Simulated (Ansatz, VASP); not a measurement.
## MgPb2N2: VASP beside Ansatz

```xyz
5
Lattice="3.3690 0.0000 0.0000 -1.6845 2.9176 0.0000 0.0000 0.0000 9.1730" Properties=species:S:1:pos:R:3 pbc="T T T"
Mg    0.0000    0.0000    0.0000
Pb    1.6845    0.9725    2.6285
Pb    0.0000    1.9451    6.5445
N     1.6845    0.9725    7.9055
N     0.0000    1.9451    1.2675
```

Alike in both runs: task single point; functional PBE; dispersion D3(BJ); k mesh 6 × 6 × 2; no spin polarisation.

```csv
,VASP,Ansatz
version,VASP 6.6.1,Ansatz 0.2.0
potentials or method,"VASP PAW PBE potentials, release 64 (Mg, Pb_d, N), cutoff 520 eV","plane waves, PAW"
occupations,"gaussian, width 0.01 eV",fixed
valence electrons in the cell,40,48
```

Ansatz gave:

| Quantity | Value |
| --- | --- |
| pressure (GPa) | -1.1 |
| traceless stress, the component that is largest in VASP (GPa) | 0.04 |

Which values does VASP return?

Pressure (GPa): -1.3; traceless stress, the component that is largest in VASP (GPa): 0.07.

VASP's potentials hold 40 valence electrons a cell and Ansatz's 48, so a difference there can come from the potentials and not from the codes. Ansatz's warnings: stress scf threshold loose, structure snapped to symmetry.

Spin-orbit coupling is off throughout.
